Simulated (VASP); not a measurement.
# Ge (Fd-3m) in VASP: single point with HSE06

Aim: the single point of Ge with HSE06.

All numbers are computed with VASP 6.6.1; they aren't measurements. Logs are shortened: lines on timing, memory, paths and dates and some standing lists are left out, and cuts for length are marked.

## 1. The cell of the first run

Symmetry: Fd-3m, No. 227, cubic system. The conventional cell has a = 5.772 Å, b = 5.772 Å, c = 5.772 Å, α = 90.00°, β = 90.00°, γ = 90.00°. Ge (site symmetry -43m) has 4 Ge at 2.50 Å within 3.3 Å.

## 2. Single point, HSE06

File POSCAR:

```
Ge
1.0
    0.0000000000      2.8859759946      2.8859759946
    2.8859759946      0.0000000000      2.8859759946
    2.8859759946      2.8859759946      0.0000000000
Ge
2
Direct
    0.5000000000      0.5000000000      0.5000000000
    0.7500000000      0.7500000000      0.7500000000
```

File INCAR.step1:

```
ALGO = Normal ; EDIFF = 1E-5
ENCUT = 520 ; GGA = PE
ISIF = 2 ; ISMEAR = -1
LASPH = T ; LCHARG = F
LREAL = F ; LWAVE = T
NBANDS = 21 ; NELM = 100
PREC = Accurate ; SIGMA = 0.1
```

File INCAR.step2:

```
ALGO = Normal ; EDIFF = 1E-6
ENCUT = 520 ; GGA = PE
HFSCREEN = 0.2079 ; ISIF = 2
ISMEAR = -1 ; ISTART = 1
LASPH = T ; LCHARG = F
LHFCALC = T ; LREAL = F
LWAVE = F ; NBANDS = 21
NELM = 100 ; PREC = Accurate
PRECFOCK = Normal ; SIGMA = 0.1
```

File KPOINTS:

```
k-points
0
Gamma
  5 5 5
```

Potentials or basis: VASP PAW PBE potentials, release 64 (Ge_d).

Command:

```bash
$ cat potpaw_PBE.64/Ge_d/POTCAR > POTCAR
$ cp INCAR.step1 INCAR
$ mpirun -np 1 vasp_std > vasp.out
$ cp INCAR.step2 INCAR
$ mpirun -np 1 vasp_std > vasp.out
```

OUTCAR:

```text
EDIFF = 1E-6
   ENCUT = 520
   GGA = PE
   HFSCREEN = 0.2079
   ISIF = 2
   ISMEAR = -1
   ISTART = 1
   LASPH = T
   LHFCALC = T
   LREAL = F
   NELM = 100
   PREC = Accurate
   PRECFOCK = Normal

 ion  position               nearest neighbor table
   1  0.500  0.500  0.500-   2 2.50   2 2.50   2 2.50   2 2.50
   2  0.750  0.750  0.750-   1 2.50   1 2.50   1 2.50   1 2.50

  LATTYP: Found a face centered cubic cell.
 ALAT       =     5.7719519892

  Lattice vectors:

 A1 = (   0.0000000000,   2.8859759946,   2.8859759946)
 A2 = (   2.8859759946,   0.0000000000,   2.8859759946)
 A3 = (   2.8859759946,   2.8859759946,   0.0000000000)

Analysis of symmetry for initial positions (statically):
=====================================================================
 Subroutine PRICEL returns:
 Original cell was already a primitive cell.

 Routine SETGRP: Setting up the symmetry group for a
 face centered cubic supercell.

 Subroutine GETGRP returns: Found 48 space group operations
 (whereof 24 operations were pure point group operations)
 out of a pool of 48 trial point group operations.

The static configuration has the point symmetry T_d .
 The point group associated with its full space group is O_h .

Analysis of symmetry for dynamics (positions and initial velocities):
=====================================================================
 Subroutine PRICEL returns:
 Original cell was already a primitive cell.

 Routine SETGRP: Setting up the symmetry group for a
 face centered cubic supercell.

 Subroutine GETGRP returns: Found 48 space group operations
 (whereof 24 operations were pure point group operations)
 out of a pool of 48 trial point group operations.

The dynamic configuration has the point symmetry T_d .
 The point group associated with its full space group is O_h .

 Subroutine INISYM returns: Found 48 space group operations
 (whereof 24 operations are pure point group operations),
 and found     1 'primitive' translations

----------------------------------------------------------------------------------------

                                     Primitive cell

  volume of cell :      48.0738

  direct lattice vectors                    reciprocal lattice vectors
     0.000000000  2.885975995  2.885975995    -0.173251614  0.173251614  0.173251614
     2.885975995  0.000000000  2.885975995     0.173251614 -0.173251614  0.173251614
     2.885975995  2.885975995  0.000000000     0.173251614  0.173251614 -0.173251614

  length of vectors
     4.081386392  4.081386392  4.081386392     0.300080599  0.300080599  0.300080599

  position of ions in fractional coordinates (direct lattice)
     0.500000000  0.500000000  0.500000000
     0.750000000  0.750000000  0.750000000

  ion indices of the primitive-cell ions
   primitive index   ion index
                 1           1
                 2           2

----------------------------------------------------------------------------------------

 KPOINTS: k-points

Automatic generation of k-mesh.
 Grid dimensions read from file:
 generate k-points for:    5    5    5

 Generating k-lattice:

  Cartesian coordinates                     Fractional coordinates (reciprocal lattice)
    -0.034650323  0.034650323  0.034650323     0.200000000  0.000000000  0.000000000
     0.034650323 -0.034650323  0.034650323     0.000000000  0.200000000  0.000000000
     0.034650323  0.034650323 -0.034650323     0.000000000  0.000000000  0.200000000

  Length of vectors
     0.060016120  0.060016120  0.060016120

  Shift w.r.t. Gamma in fractional coordinates (k-lattice)
     0.000000000  0.000000000  0.000000000

 Subroutine IBZKPT returns following result:
 ===========================================

 Found     10 irreducible k-points:

 Following reciprocal coordinates:
            Coordinates               Weight
  0.000000  0.000000  0.000000      1.000000
  0.200000  0.000000  0.000000      8.000000
  0.400000  0.000000  0.000000      8.000000
  0.200000  0.200000  0.000000      6.000000
  0.400000  0.200000  0.000000     24.000000
 -0.400000  0.200000  0.000000     24.000000
 -0.200000  0.200000  0.000000     12.000000
  0.400000  0.400000  0.000000      6.000000
 -0.400000  0.400000  0.000000     12.000000
 -0.400000  0.400000  0.200000     24.000000
   k-points           NKPTS =     10   k-points in BZ     NKDIM =    125   number of bands    NBANDS=     21
   number of dos      NEDOS =    301   number of ions     NIONS =      2
   total plane-waves  NPLWV =  27000
   dimension x,y,z NGX =    30 NGY =   30 NGZ =   30
   dimension x,y,z NGXF=    60 NGYF=   60 NGZF=   60
   ions per type =               2
   NGX,Y,Z   is equivalent  to a cutoff of  12.22, 12.22, 12.22 a.u.
   NGXF,Y,Z  is equivalent  to a cutoff of  24.44, 24.44, 24.44 a.u.
 SYSTEM =  unknown system
   PREC   = accura    normal or accurate (medium, high low for compatibility)
   ISTART =      1    job   : 0-new  1-cont  2-samecut
   ICHARG =      0    charge: 1-file 2-atom 10-const
   ISPIN  =      1    spin polarized calculation?
   LNONCOLLINEAR =      F non collinear calculations
   LSORBIT =      F    spin-orbit coupling
   LASPH  =      T    aspherical Exc in radial PAW
   ENCUT  =  520.0 eV  38.22 Ry    6.18 a.u.   7.59  7.59  7.59*2*pi/ulx,y,z
   NELM   =    100;   NELMIN=  2; NELMDL=  0     # of ELM steps
   EDIFF  = 0.1E-05   stopping-criterion for ELM
   LREAL  =      F    real-space projection
   EDIFFG = 0.1E-04   stopping-criterion for IOM
   NSW    =      0    number of steps for IOM
   IBRION =     -1    ionic relax: 0-MD 1-quasi-New 2-CG
   NFREE  =      0    steps in history (QN), initial steepest desc. (CG)
   ISIF   =      2    stress and relaxation
   ISYM   =      3    0-nonsym 1-usesym 2-fastsym
   POTIM  = 0.5000    time-step for ionic-motion
   TEBEG  =    0.0;   TEEND  =   0.0 temperature during run
   PSTRESS=    0.0 pullay stress
   NELECT =      28.0000    total number of electrons
   NUPDOWN=      -1.0000    fix difference up-down
   EMIN   =  10.00;   EMAX   =-10.00  energy-range for DOS
   EFERMI =   0.00;   METHOD = LEGACY
   ISMEAR =    -1;   SIGMA  =   0.10  broadening in eV -4-tet -1-fermi 0-gaus
   EFERMI_NEDOS =   21; number of points for ismear=-14 and -15
   IALGO  =     38    algorithm
   IMIX   =      1    mixing-type and parameters
     AMIX     =   0.40;   BMIX     =  1.00
     AMIX_MAG =   1.60;   BMIX_MAG =  1.00
  volume/ion in A,a.u.               =      24.04       162.21
  Fermi-wavevector in a.u.,A,eV,Ry     =   1.367177  2.583590 25.431648  1.869173
  Thomas-Fermi vector in A             =   2.493253
   LORBIT       =      0    0 simple, 1 ext, 2 COOP (PROOUT), +10 PAW based schemes
   GGA     = PE    functional components
   LHFCALC =     T    Hartree Fock is set to
   PRECFOCK=normal    Normal, Fast or Accurate (Low or Medium for compatibility)
   ENCUT4O =  -1.0   cutoff for four orbital integrals eV
   NKREDX  =     1    reduce k-point grid by
   NKREDY  =     1    reduce k-point grid by
   NKREDZ  =     1    reduce k-point grid by
   AEXX    =    0.2500 exact exchange contribution
   HFSCREEN=    0.2079 screening length (either q_TF or 0.3 A-1)
   HFSCREENC=   0.2079 screening length for correlation (either q_TF or 0.3 A-1)
   ENCUTFOCK=  -1.0 apply spherical cutoff to Coloumb kernel
   IVDW    =     0    specifies the selected vdW correction
   LEPSILON=     F    determine dielectric tensor
   LRPA    =     F    only Hartree local field effects (RPA)
 non-spin polarized calculation
  energy-cutoff  :      520.00
  volume of cell :       48.07
 maximum number of plane-waves:      1307
 NGX is ok and might be reduce to    30
  NGX = 24; NGY = 24; NGZ = 24

 number of electron      27.9999975 magnetization

 Free energy of the ion-electron system (eV)
  ---------------------------------------------------
  ext. energy  EPLUGINS =         0.00000000
  ---------------------------------------------------
  free energy    TOTEN  =       -10.58162379 eV

  energy without entropy =      -10.57826367  energy(sigma->0) =      -10.57994373

 E-fermi :   4.3245     XC(G=0):  -8.0030

 val. band max:        4.1284422857   @ k =   0.0000   0.0000   0.0000
 cond. band min:       4.3995142864   @ k =   0.0000   0.0000   0.0000
 fundamental gap:      0.2710720007
 Fermi energy:         4.3244519766

 k-point     1 :       0.0000    0.0000    0.0000
  band No.  band energies     occupation
      1     -23.7651      2.00000
      2     -23.7651      2.00000
      3     -23.7651      2.00000
      4     -23.7322      2.00000
      5     -23.7322      2.00000
      6     -23.5547      2.00000
[... 13 lines left out ...]
     20      14.3057      0.00000
     21      14.3057      0.00000

 k-point     2 :       0.2000    0.0000    0.0000
  band No.  band energies     occupation
      1     -23.7776      2.00000
      2     -23.7776      2.00000
      3     -23.7601      2.00000
      4     -23.7136      2.00000
      5     -23.7136      2.00000
      6     -23.5716      2.00000
[... 13 lines left out ...]
     20      13.0980      0.00000
     21      13.0981      0.00000

 k-point     3 :       0.4000    0.0000    0.0000
  band No.  band energies     occupation
      1     -23.7860      2.00000
      2     -23.7860      2.00000
      3     -23.7516      2.00000
      4     -23.6980      2.00000
      5     -23.6980      2.00000
      6     -23.5821      2.00000
[... 13 lines left out ...]
     20      14.7244      0.00000
     21      14.7244      0.00000
[... 121 lines left out ...]
 k-point     9 :      -0.4000    0.4000    0.0000
  band No.  band energies     occupation
      1     -23.8070      2.00000
      2     -23.7959      2.00000
      3     -23.7178      2.00000
      4     -23.6830      2.00000
      5     -23.6418      2.00000
      6     -23.6316      2.00000
[... 13 lines left out ...]
     20      15.2335      0.00000
     21      18.0303      0.00000

 k-point    10 :      -0.4000    0.4000    0.2000
  band No.  band energies     occupation
      1     -23.8056      2.00000
      2     -23.8011      2.00000
      3     -23.7127      2.00000
      4     -23.6672      2.00000
      5     -23.6580      2.00000
      6     -23.6386      2.00000
[... 13 lines left out ...]
     20      15.2785      0.00000
     21      18.0316      0.00000

------------------------ aborting loop because EDIFF is reached ----------------------------------------

  FORCE on cell =-STRESS in cart. coord.  units (eV):
  Direction    XX          YY          ZZ          XY          YZ          ZX
  --------------------------------------------------------------------------------------
  -------------------------------------------------------------------------------------
  Total       -0.8623736     -0.8623736     -0.8623736     -0.0000000      0.0000000     -0.0000000
  in kB      -28.7407360    -28.7407360    -28.7407360     -0.0000000      0.0000000     -0.0000000
  external PRESSURE =     -28.7407360 kB  Pullay stress =       0.0000000 kB

 VOLUME and BASIS-vectors are now :
 -----------------------------------------------------------------------------
  energy-cutoff  :      520.00
  volume of cell :       48.07
      direct lattice vectors                 reciprocal lattice vectors
     0.000000000  2.885975995  2.885975995    -0.173251614  0.173251614  0.173251614
     2.885975995  0.000000000  2.885975995     0.173251614 -0.173251614  0.173251614
     2.885975995  2.885975995  0.000000000     0.173251614  0.173251614 -0.173251614

 POSITION                                       TOTAL-FORCE (eV/Angst)
 -----------------------------------------------------------------------------------
      2.88598      2.88598      2.88598         0.000000      0.000000      0.000000
      4.32896      4.32896      4.32896        -0.000000     -0.000000     -0.000000
 -----------------------------------------------------------------------------------
    total drift:                                0.000000     -0.000000      0.000000

  FREE ENERGIE OF THE ION-ELECTRON SYSTEM (eV)
  ---------------------------------------------------
  free  energy   TOTEN  =       -10.5816237874 eV

  energy  without entropy=      -10.5782636678  energy(sigma->0) =      -10.57994373
```

It took 75 min on 1 thread of Intel Xeon 8259CL, shared host; peak memory 0.28 GiB.

Results:

- Free energy: -10.5816 eV
- Pressure: -2.9 GPa
- Band gap on the k mesh: 0.27 eV

Caveat: the PAW data sets were made with another functional, which shifts forces and pressure a little; an odd mesh through Γ misses points on the zone boundary, where band edges can lie.
